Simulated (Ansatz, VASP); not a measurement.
**One calculation of TiTe, two programs**

```
Ti Te
1.0
     4.67733    0.00000    0.00000
    -2.33867    4.05069    0.00000
     0.00000    0.00000    7.66039
Ti Te
2 2
Direct
  0.66667 0.33333 0.00000
  0.33333 0.66667 0.50000
  0.66667 0.33333 0.62520
  0.33333 0.66667 0.12520
```

Alike in both runs: task single point; functional PBEsol; k mesh 5 × 5 × 3; occupations gaussian, width 0.05 eV; collinear spin; Hubbard terms Ti d U = 5.0 eV.

```csv
,VASP,Ansatz
version,VASP 6.6.1,Ansatz 0.2.0
potentials or method,"VASP PAW PBE potentials, release 64 (Ti_sv, Te), cutoff 520 eV","scalar-relativistic, plane waves, PAW"
valence electrons in the cell,36,56
```

Ansatz gave:

```
gap on the k mesh at the Fermi level (eV)                     : 2.77
least direct gap on the mesh (eV)                             : 2.95
pressure (GPa)                                                : 0.8
traceless stress, the component that is largest in VASP (GPa) : -0.18
rms of the force components (eV/Å)                            : 0.028
net moment per atom (μB)                                      : 0.00
```

Q: Which values does VASP return?

A: gap on the k mesh at the Fermi level (eV): 2.17; least direct gap on the mesh (eV): 2.17; pressure (GPa): 0.2; traceless stress, the component that is largest in VASP (GPa): -0.22; rms of the force components (eV/Å): 0.033; net moment per atom (μB): 0.00.

VASP's potentials were made for PBE, not for PBEsol. The programs project onto different local orbitals, so the same U acts differently, and such runs can settle in different states. Atom by atom the forces differ by 0.006 eV/Å (rms over components). VASP's potentials hold 36 valence electrons a cell and Ansatz's 56, so a difference there can come from the potentials and not from the codes.

Spin-orbit coupling is off throughout.
